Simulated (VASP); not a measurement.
# AlB2P3 (P3m1) in VASP: a series of runs

Runs on AlB2P3. Level: PBE. Tasks: single point, relaxation of cell and atoms.

Everything below comes from runs of VASP 6.6.1. Logs are shortened: lines on timing, memory, paths and dates and some standing lists are left out, and cuts for length are marked.

## 1. The cell of the first run

It takes space group P3m1 (No. 156, trigonal). The conventional cell has a = 3.417 Å, b = 3.417 Å, c = 8.643 Å, α = 90.00°, β = 90.00°, γ = 120.00°. Al (site symmetry 3m) has 4 P at 2.24 to 2.39 Å within 3.0 Å. Within 2.6 Å of B (site symmetry 3m) lie 4 P at 1.97 to 2.07 Å. B (site symmetry 3m) has 4 P at 1.98 to 2.07 Å within 2.6 Å. Within 2.6 Å of P (site symmetry 3m) lie 4 B at 1.97 to 2.07 Å. Within 2.6 Å of P (site symmetry 3m) lie 1 B at 1.98 Å and 3 Al at 2.24 Å. Within 2.7 Å of P (site symmetry 3m) lie 3 B at 2.07 Å and 1 Al at 2.39 Å.

## 2. Single point, PBE

INCAR

```
  PREC = Accurate
  ENCUT = 520
  EDIFF = 1E-7
  ISMEAR = 0
  SIGMA = 0.1
  LREAL = False
  LASPH = True
  NELM = 80
  ALGO = Normal
  ISIF = 2
  LWAVE = False
  LCHARG = True
  GGA = PE
  LELF = True
  LVHAR = True
  NBANDS = 21
```

KPOINTS

```
Automatic mesh
0
Gamma
  6 6 2
```

POSCAR

```
AlB2P3
1.0
    3.4171684190      0.0000000028      0.0000000000
   -1.7085842119      2.9593546585      0.0000000000
    0.0000000000      0.0000000000      8.6434621849
Al B P
1 2 3
Direct
    0.3333333333      0.6666666667      0.6707932064
    0.0000000000      0.0000000000      0.0192100958
    0.6666666667      0.3333333333      0.3187185313
    0.0000000000      0.0000000000      0.2472272193
    0.6666666667      0.3333333333      0.5472412739
    0.3333333333      0.6666666667      0.9468096734
```

Potentials or basis: VASP PAW PBE potentials, release 64 (Al, B, P).

Launch:

```sh
cat potpaw_PBE.64/Al/POTCAR potpaw_PBE.64/B/POTCAR potpaw_PBE.64/P/POTCAR > POTCAR
mpirun -np 1 vasp_std > vasp.out
```

OUTCAR:

```text
PREC = Accurate
   ENCUT = 520
   EDIFF = 1E-7
   ISMEAR = 0
   LREAL = False
   LASPH = True
   NELM = 80
   ISIF = 2
   GGA = PE

 ion  position               nearest neighbor table
   1  0.333  0.667  0.671-   5 2.24   5 2.24   5 2.24   6 2.39
   2  0.000  0.000  0.019-   4 1.97   6 2.07   6 2.07   6 2.07
   3  0.667  0.333  0.319-   5 1.98   4 2.07   4 2.07   4 2.07
   4  0.000  0.000  0.247-   2 1.97   3 2.07   3 2.07   3 2.07
   5  0.667  0.333  0.547-   3 1.98   1 2.24   1 2.24   1 2.24
   6  0.333  0.667  0.947-   2 2.07   2 2.07   2 2.07   1 2.39

  LATTYP: Found a hexagonal cell.
 ALAT       =     3.4171684190
 C/A-ratio  =     2.5294223536

  Lattice vectors:

 A1 = (   3.4171684190,   0.0000000028,   0.0000000000)
 A2 = (  -1.7085842119,   2.9593546585,   0.0000000000)
 A3 = (   0.0000000000,   0.0000000000,   8.6434621849)

Analysis of symmetry for initial positions (statically):
=====================================================================
 Subroutine PRICEL returns:
 Original cell was already a primitive cell.

 Routine SETGRP: Setting up the symmetry group for a
 hexagonal supercell.

 Subroutine GETGRP returns: Found  6 space group operations
 (whereof  6 operations were pure point group operations)
 out of a pool of 24 trial point group operations.

The static configuration has the point symmetry C_3v.

Analysis of symmetry for dynamics (positions and initial velocities):
=====================================================================
 Subroutine PRICEL returns:
 Original cell was already a primitive cell.

 Routine SETGRP: Setting up the symmetry group for a
 hexagonal supercell.

 Subroutine GETGRP returns: Found  6 space group operations
 (whereof  6 operations were pure point group operations)
 out of a pool of 24 trial point group operations.

The dynamic configuration has the point symmetry C_3v.

 Subroutine INISYM returns: Found  6 space group operations
 (whereof  6 operations are pure point group operations),
 and found     1 'primitive' translations

----------------------------------------------------------------------------------------

                                     Primitive cell

  volume of cell :      87.4080

  direct lattice vectors                    reciprocal lattice vectors
     3.417168419  0.000000003  0.000000000     0.292639951  0.168955755  0.000000000
    -1.708584212  2.959354659  0.000000000    -0.000000000  0.337911509  0.000000000
     0.000000000  0.000000000  8.643462185     0.000000000  0.000000000  0.115694380

  length of vectors
     3.417168419  3.417168419  8.643462185     0.337911509  0.337911509  0.115694380

  position of ions in fractional coordinates (direct lattice)
     0.333333333  0.666666667  0.670793206
     0.000000000  0.000000000  0.019210096
     0.666666667  0.333333333  0.318718531
     0.000000000  0.000000000  0.247227219
     0.666666667  0.333333333  0.547241274
     0.333333333  0.666666667  0.946809673

  ion indices of the primitive-cell ions
   primitive index   ion index
                 1           1
                 2           2
                 3           3
                 4           4
                 5           5
                 6           6

----------------------------------------------------------------------------------------

 KPOINTS: Automatic mesh

Automatic generation of k-mesh.
 Grid dimensions read from file:
 generate k-points for:    6    6    2

 Generating k-lattice:

  Cartesian coordinates                     Fractional coordinates (reciprocal lattice)
     0.048773325  0.028159292  0.000000000     0.166666667  0.000000000  0.000000000
    -0.000000000  0.056318585  0.000000000     0.000000000  0.166666667  0.000000000
     0.000000000  0.000000000  0.057847190     0.000000000  0.000000000  0.500000000

  Length of vectors
     0.056318585  0.056318585  0.057847190

  Shift w.r.t. Gamma in fractional coordinates (k-lattice)
     0.000000000  0.000000000  0.000000000

 Subroutine IBZKPT returns following result:
 ===========================================

 Found     14 irreducible k-points:

 Following reciprocal coordinates:
            Coordinates               Weight
  0.000000  0.000000  0.000000      1.000000
  0.166667 -0.000000  0.000000      6.000000
  0.333333 -0.000000  0.000000      6.000000
  0.500000 -0.000000  0.000000      3.000000
  0.166667  0.166667  0.000000      6.000000
  0.333333  0.166667  0.000000     12.000000
  0.333333  0.333333  0.000000      2.000000
  0.000000  0.000000  0.500000      1.000000
  0.166667 -0.000000  0.500000      6.000000
  0.333333 -0.000000  0.500000      6.000000
  0.500000 -0.000000  0.500000      3.000000
  0.166667  0.166667  0.500000      6.000000
  0.333333  0.166667  0.500000     12.000000
  0.333333  0.333333  0.500000      2.000000
   k-points           NKPTS =     14   k-points in BZ     NKDIM =     14   number of bands    NBANDS=     21
   number of dos      NEDOS =    301   number of ions     NIONS =      6
   total plane-waves  NPLWV =  50176
   dimension x,y,z NGX =    28 NGY =   28 NGZ =   64
   dimension x,y,z NGXF=    56 NGYF=   56 NGZF=  128
   ions per type =               1   2   3
   NGX,Y,Z   is equivalent  to a cutoff of  13.62, 13.62, 12.31 a.u.
   NGXF,Y,Z  is equivalent  to a cutoff of  27.24, 27.24, 24.62 a.u.
 SYSTEM =  unknown system
   PREC   = accura    normal or accurate (medium, high low for compatibility)
   ISTART =      0    job   : 0-new  1-cont  2-samecut
   ICHARG =      2    charge: 1-file 2-atom 10-const
   ISPIN  =      1    spin polarized calculation?
   LNONCOLLINEAR =      F non collinear calculations
   LSORBIT =      F    spin-orbit coupling
   LASPH  =      T    aspherical Exc in radial PAW
   ENCUT  =  520.0 eV  38.22 Ry    6.18 a.u.   6.35  6.35 16.07*2*pi/ulx,y,z
   NELM   =     80;   NELMIN=  2; NELMDL= -5     # of ELM steps
   EDIFF  = 0.1E-06   stopping-criterion for ELM
   LREAL  =      F    real-space projection
   EDIFFG = 0.1E-05   stopping-criterion for IOM
   NSW    =      0    number of steps for IOM
   IBRION =     -1    ionic relax: 0-MD 1-quasi-New 2-CG
   NFREE  =      0    steps in history (QN), initial steepest desc. (CG)
   ISIF   =      2    stress and relaxation
   ISYM   =      2    0-nonsym 1-usesym 2-fastsym
   POTIM  = 0.5000    time-step for ionic-motion
   TEBEG  =    0.0;   TEEND  =   0.0 temperature during run
   PSTRESS=    0.0 pullay stress
   NELECT =      24.0000    total number of electrons
   NUPDOWN=      -1.0000    fix difference up-down
   EMIN   =  10.00;   EMAX   =-10.00  energy-range for DOS
   EFERMI =   0.00;   METHOD = LEGACY
   ISMEAR =     0;   SIGMA  =   0.10  broadening in eV -4-tet -1-fermi 0-gaus
   EFERMI_NEDOS =   21; number of points for ismear=-14 and -15
   IALGO  =     38    algorithm
   IMIX   =      4    mixing-type and parameters
     AMIX     =   0.40;   BMIX     =  1.00
     AMIX_MAG =   1.60;   BMIX_MAG =  1.00
  volume/ion in A,a.u.               =      14.57        98.31
  Fermi-wavevector in a.u.,A,eV,Ry     =   1.064049  2.010761 15.404513  1.132200
  Thomas-Fermi vector in A             =   2.199554
   LORBIT       =      0    0 simple, 1 ext, 2 COOP (PROOUT), +10 PAW based schemes
   GGA     = PE    functional components
   LHFCALC =     F    Hartree Fock is set to
   AEXX    =    0.0000 exact exchange contribution
   IVDW    =     0    specifies the selected vdW correction
   LEPSILON=     F    determine dielectric tensor
   LRPA    =     F    only Hartree local field effects (RPA)
 non-spin polarized calculation
 Gauss-broadening in eV      SIGMA  =   0.10
  energy-cutoff  :      520.00
  volume of cell :       87.41
 maximum number of plane-waves:      2377
 NGX is ok and might be reduce to    28
   NGX = 13   NGY = 13   NGZ = 33

 number of electron      24.0000000 magnetization

 Free energy of the ion-electron system (eV)
  ---------------------------------------------------
  ext. energy  EPLUGINS =         0.00000000
  ---------------------------------------------------
  free energy    TOTEN  =       -34.67038051 eV

  energy without entropy =      -34.66925581  energy(sigma->0) =      -34.66981816

 E-fermi :   7.3175     XC(G=0): -10.1924

 val. band max:        7.2126570823   @ k =   0.0000   0.0000   0.0000
 cond. band min:       7.4357916344   @ k =   0.5000  -0.0000   0.0000
 fundamental gap:      0.2231345521
 Fermi energy:         7.3175246569

 k-point     1 :       0.0000    0.0000    0.0000
  band No.  band energies     occupation
      1      -7.8750      2.00000
      2      -6.3501      2.00000
      3      -5.4865      2.00000
      4      -0.2487      2.00000
      5       0.6218      2.00000
      6       4.4227      2.00000
[... 13 lines left out ...]
     20      12.2105      0.00000
     21      12.4977      0.00000

 k-point     2 :       0.1667   -0.0000    0.0000
  band No.  band energies     occupation
      1      -7.4991      2.00000
      2      -5.9951      2.00000
      3      -5.1358      2.00000
      4      -0.0724      2.00000
      5       0.8363      2.00000
      6       2.5305      2.00000
[... 13 lines left out ...]
     20      11.8897      0.00000
     21      12.5764      0.00000

 k-point     3 :       0.3333   -0.0000    0.0000
  band No.  band energies     occupation
      1      -6.4306      2.00000
      2      -5.0471      2.00000
      3      -4.2689      2.00000
      4      -0.8048      2.00000
      5       0.0835      2.00000
      6       1.3851      2.00000
[... 13 lines left out ...]
     20      12.7977      0.00000
     21      13.1221      0.00000

 k-point     4 :       0.5000   -0.0000    0.0000
  band No.  band energies     occupation
      1      -5.2788      2.00000
      2      -4.6201      2.00000
      3      -3.7462      2.00000
      4      -1.5352      2.00000
      5      -1.2462      2.00000
      6       0.1786      2.00000
[... 13 lines left out ...]
     20      12.7100      0.00000
     21      13.6472      0.00000

 k-point     5 :       0.1667    0.1667    0.0000
  band No.  band energies     occupation
      1      -6.7722      2.00000
      2      -5.3292      2.00000
      3      -4.5121      2.00000
      4      -0.2572      2.00000
      5       0.7041      2.00000
      6       1.6219      2.00000
[... 13 lines left out ...]
     20      12.3949      0.00000
     21      12.6159      0.00000

 k-point     6 :       0.3333    0.1667    0.0000
  band No.  band energies     occupation
      1      -5.4949      2.00000
      2      -4.4075      2.00000
      3      -3.8372      2.00000
      4      -1.2878      2.00000
      5      -0.7456      2.00000
      6       0.8089      2.00000
[... 13 lines left out ...]
     20      13.3893      0.00000
     21      13.9809      0.00000

 k-point     7 :       0.3333    0.3333    0.0000
  band No.  band energies     occupation
      1      -4.5909      2.00000
      2      -4.1380      2.00000
      3      -3.8794      2.00000
      4      -1.1480      2.00000
      5      -0.9631      2.00000
      6       0.5542      2.00000
[... 13 lines left out ...]
     20      14.1265      0.00000
     21      14.2614      0.00000
[... 51 lines left out ...]
      1      -6.3521      2.00000
      2      -5.3974      2.00000
      3      -3.8367      2.00000
      4      -1.0219      2.00000
      5       0.0159      2.00000
      6       0.9841      2.00000
[... 13 lines left out ...]
     20      13.9702      0.00000
     21      14.0903      0.00000

 k-point    11 :       0.5000   -0.0000    0.5000
  band No.  band energies     occupation
      1      -5.2885      2.00000
      2      -4.4810      2.00000
      3      -3.9723      2.00000
      4      -1.6532      2.00000
      5      -0.8834      2.00000
      6       0.5853      2.00000
[... 13 lines left out ...]
     20      14.6705      0.00000
     21      14.9789      0.00000

 k-point    12 :       0.1667    0.1667    0.5000
  band No.  band energies     occupation
      1      -6.6871      2.00000
      2      -5.7153      2.00000
      3      -4.0012      2.00000
      4      -0.9132      2.00000
      5       1.0362      2.00000
      6       1.1470      2.00000
[... 13 lines left out ...]
     20      12.5959      0.00000
     21      12.7692      0.00000

 k-point    13 :       0.3333    0.1667    0.5000
  band No.  band energies     occupation
      1      -5.4441      2.00000
      2      -4.5930      2.00000
      3      -3.6955      2.00000
      4      -1.2590      2.00000
      5      -0.7012      2.00000
      6       0.8057      2.00000
[... 13 lines left out ...]
     20      12.9758      0.00000
     21      13.5310      0.00000

 k-point    14 :       0.3333    0.3333    0.5000
  band No.  band energies     occupation
      1      -4.5884      2.00000
      2      -4.1344      2.00000
      3      -3.8725      2.00000
      4      -1.2001      2.00000
      5      -1.0850      2.00000
      6       0.2014      2.00000
[... 13 lines left out ...]
     20      13.3750      0.00000
     21      13.8348      0.00000

------------------------ aborting loop because EDIFF is reached ----------------------------------------

  FORCE on cell =-STRESS in cart. coord.  units (eV):
  Direction    XX          YY          ZZ          XY          YZ          ZX
  --------------------------------------------------------------------------------------
  -------------------------------------------------------------------------------------
  Total       -0.0510161     -0.0510161     -0.1117830     -0.0000000     -0.0000000      0.0000000
  in kB       -0.9351193     -0.9351193     -2.0489690     -0.0000000     -0.0000000      0.0000000
  external PRESSURE =      -1.3064025 kB  Pullay stress =       0.0000000 kB

 VOLUME and BASIS-vectors are now :
 -----------------------------------------------------------------------------
  energy-cutoff  :      520.00
  volume of cell :       87.41
      direct lattice vectors                 reciprocal lattice vectors
     3.417168419  0.000000003  0.000000000     0.292639951  0.168955755  0.000000000
    -1.708584212  2.959354659  0.000000000    -0.000000000  0.337911509  0.000000000
     0.000000000  0.000000000  8.643462185     0.000000000  0.000000000  0.115694380

 POSITION                                       TOTAL-FORCE (eV/Angst)
 -----------------------------------------------------------------------------------
     -0.00000      1.97290      5.79798         0.000000     -0.000000     -0.027413
      0.00000      0.00000      0.16604         0.000000      0.000000      0.005782
      1.70858      0.98645      2.75483         0.000000      0.000000      0.011859
      0.00000      0.00000      2.13690         0.000000     -0.000000     -0.004306
      1.70858      0.98645      4.73006        -0.000000      0.000000      0.009441
     -0.00000      1.97290      8.18371         0.000000     -0.000000      0.004637
 -----------------------------------------------------------------------------------
    total drift:                                0.000000     -0.000000      0.000057

  FREE ENERGIE OF THE ION-ELECTRON SYSTEM (eV)
  ---------------------------------------------------
  free  energy   TOTEN  =       -34.6703805110 eV

  energy  without entropy=      -34.6692558132  energy(sigma->0) =      -34.66981816
```

Wall time 31 s (1 thread of Intel Xeon Platinum 8488C (Sapphire Rapids), shared host); peak memory 0.21 GiB.

What came out:

| Quantity | Value |
| --- | --- |
| Free energy | -34.6704 eV |
| Pressure | -0.1 GPa |
| Largest force | 0.027 eV/Å |
| Band gap on the k mesh | 0.22 eV, indirect (least direct gap 1.48 eV) |

Forces on the atoms (eV/Å):
```
Al   0.000  0.000 -0.027
B    0.000  0.000  0.006
B    0.000  0.000  0.012
P    0.000  0.000 -0.004
P    0.000  0.000  0.009
P    0.000  0.000  0.005
```

Levels at points of the mesh, in eV from the valence-band top:
| k point | band 10 | band 11 | band 12 | band 13 | band 14 | band 15 |
| --- | --- | --- | --- | --- | --- | --- |
| (0.00, 0.00, 0.00) | -1.24 | 0.00 | 0.00 | 1.48 | 1.83 | 2.13 |
| (0.50, 0.00, 0.00) | -3.73 | -3.49 | -1.67 | 0.22 | 0.55 | 1.86 |
| (0.00, 0.00, 0.50) | -1.93 | -0.10 | -0.10 | 1.45 | 2.14 | 2.62 |
| (0.50, 0.00, 0.50) | -3.61 | -2.54 | -1.50 | 0.62 | 1.17 | 1.62 |

A k mesh can miss the band edges.

## 3. Single point, PBE

This run uses another cell than the first one, of 15.19 Å³/atom, 1.043 times its volume.

INCAR

```
SYSTEM = AlB2P3
PREC = Accurate
ENCUT = 520
EDIFF = 1E-7
ISMEAR = 0
SIGMA = 0.1
LREAL = .False.
LASPH = .True.
NELM = 60
ALGO = Normal
ISIF = 2
LWAVE = .False.
LCHARG = .True.
GGA = PE
LELF = .True.
LVHAR = .True.
NBANDS = 21
```

KPOINTS

```
Automatic mesh
0
Gamma
  6 6 2
  0 0 0
```

POSCAR

```
AlB2P3
1.0
    3.5026149900      0.0000000000      0.0000000000
   -1.7513075000      3.0333535600      0.0000000000
    0.0000000000      0.0000000000      8.5796194900
Al B P
1 2 3
Direct
    0.3333333300      0.6666666700      0.6666666700
    0.0000000000      0.0000000000      0.0000000000
    0.6666666700      0.3333333300      0.3333333300
    0.0000000000      0.0000000000      0.2500000000
    0.6666666700      0.3333333300      0.5833333300
    0.3333333300      0.6666666700      0.9166666700
```

Potentials or basis: VASP PAW PBE potentials, release 64 (Al, B, P).

Launch:

```sh
cat potpaw_PBE.64/Al/POTCAR potpaw_PBE.64/B/POTCAR potpaw_PBE.64/P/POTCAR > POTCAR
mpirun -np 1 vasp_std > vasp.out
```

Wall time 31 s (1 thread of Intel Xeon Platinum 8488C (Sapphire Rapids), shared host); peak memory 0.21 GiB.

Results (log left out):

* Free energy: -33.3800 eV
* Pressure: 0.6 GPa
* Largest force: 4.443 eV/Å
* Band gap on the k mesh: 1.41 eV, indirect (least direct gap 2.44 eV)

Forces on the atoms (eV/Å):
```
Al   0.000  0.000 -0.430
B    0.000  0.000  0.418
B    0.000  0.000 -0.319
P    0.000  0.000 -0.067
P    0.000  0.000 -4.046
P    0.000  0.000  4.443
```

Stress tensor (GPa, compression positive):
```
0.56 0.00 0.00
0.00 0.56 0.00
0.00 0.00 0.80
```

Levels at points of the mesh, in eV from the valence-band top:
```tsv
k point	band 10	band 11	band 12	band 13	band 14	band 15
(0.00, 0.00, 0.00)	-0.04	0.00	0.00	2.44	2.81	3.21
(0.50, 0.00, 0.00)	-2.78	-2.15	-1.68	1.41	1.64	2.90
(0.00, 0.00, 0.50)	-0.73	-0.25	-0.25	2.44	2.91	3.55
(0.50, 0.00, 0.50)	-2.71	-1.37	-1.26	1.78	2.03	2.60
```

Caveat: forces of over 1 eV/Å act on the atoms, so gaps and moduli don't describe the material at rest. A k mesh can miss the band edges.

[end of part 1 of 2]
